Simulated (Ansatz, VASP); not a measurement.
# Ge2Sb2Te5 in VASP and in Ansatz

INCAR

```
SYSTEM = Ge2Sb2Te5
ALGO = Fast
EDIFF = 1E-6
ENCUT = 520
GGA = PS
ISIF = 2
ISMEAR = 0
KPAR = 4
LASPH = .TRUE.
LCHARG = .FALSE.
LREAL = .FALSE.
LWAVE = .FALSE.
NBANDS = 44
NELM = 60
PREC = Accurate
SIGMA = 0.15
```

KPOINTS

```
k-points
0
G
  12 12 4
  0 0 0
```

File POSCAR:

```
Ge2Sb2Te5
1.0
    4.2017340711      0.0000000000      0.0000000000
   -2.1008670355      3.6388084455      0.0000000000
    0.0000000000      0.0000000000     17.1060849616
Ge Sb Te
2 2 5
Direct
    0.0000000000      0.0000000000      0.3381076066
    0.0000000000      0.0000000000      0.6618923934
    0.3511831065      0.6666666667      0.1166940745
    0.6845164398      0.3333333333      0.8833059255
    0.0000000000      0.0000000000      0.0000000000
    0.3333333333      0.6666666667      0.7810582628
    0.6666666667      0.3333333333      0.2189417372
    0.3333333333      0.6666666667      0.4206821731
    0.6666666667      0.3333333333      0.5793178269
```

Input for Ansatz:

```yaml
crystal:
  lattice:
    - [4.2017340711, 0.0, 0.0]
    - [-2.1008670355, 3.6388084455, 0.0]
    - [0.0, 0.0, 17.1060849616]
  atoms:
    - { symbol: Ge, position: [0.0, 0.0, 0.3381076066] }
    - { symbol: Ge, position: [0.0, 0.0, 0.6618923934] }
    - { symbol: Sb, position: [0.3511831065, 0.6666666667, 0.1166940745] }
    - { symbol: Sb, position: [0.6845164398, 0.3333333333, 0.8833059255] }
    - { symbol: Te, position: [0.0, 0.0, 0.0] }
    - { symbol: Te, position: [0.3333333333, 0.6666666667, 0.7810582628] }
    - { symbol: Te, position: [0.6666666667, 0.3333333333, 0.2189417372] }
    - { symbol: Te, position: [0.3333333333, 0.6666666667, 0.4206821731] }
    - { symbol: Te, position: [0.6666666667, 0.3333333333, 0.5793178269] }
basis:
  ecutwfc: 420
kpoints:
  mp_grid: { grid: [12, 12, 4] }
hamiltonian:
  xc: pbesol
scf:
  occupations: { method: gaussian, width: 0.15 }
output:
  forces: true
  stress: true
  eigenvalues: true
```

Change from the starting cell: all Sb atoms moved +0.075 Å, as atom 3 along Cartesian [1 0 0].

Alike in both runs: task single point; functional PBEsol; k mesh 12 × 12 × 4; occupations gaussian, width 0.15 eV; no spin polarisation.

|  | VASP | Ansatz |
| --- | --- | --- |
| version | VASP 6.6.1 | Ansatz 0.2.0 |
| potentials or method | VASP PAW PBE potentials, release 64 (Ge_d, Sb, Te), cutoff 520 eV | scalar-relativistic, plane waves, PAW |
| valence electrons in the cell | 68 | 138 |

```tsv
	VASP	Ansatz	Ansatz less VASP
gap on the k mesh at the Fermi level (eV)	none	none	-
pressure (GPa)	0.1	0.0	-0.08
rms of the force components (eV/Å)	0.075	0.070	-0.0051
```

VASP's potentials were made for PBE, not for PBEsol. Atom by atom the forces differ by 0.013 eV/Å (rms over components). A gap of «none» marks a metal or a gap that the smearing closes. VASP's potentials hold 68 valence electrons a cell and Ansatz's 138, so a difference there can come from the potentials and not from the codes.

Neither program's run includes spin-orbit coupling.
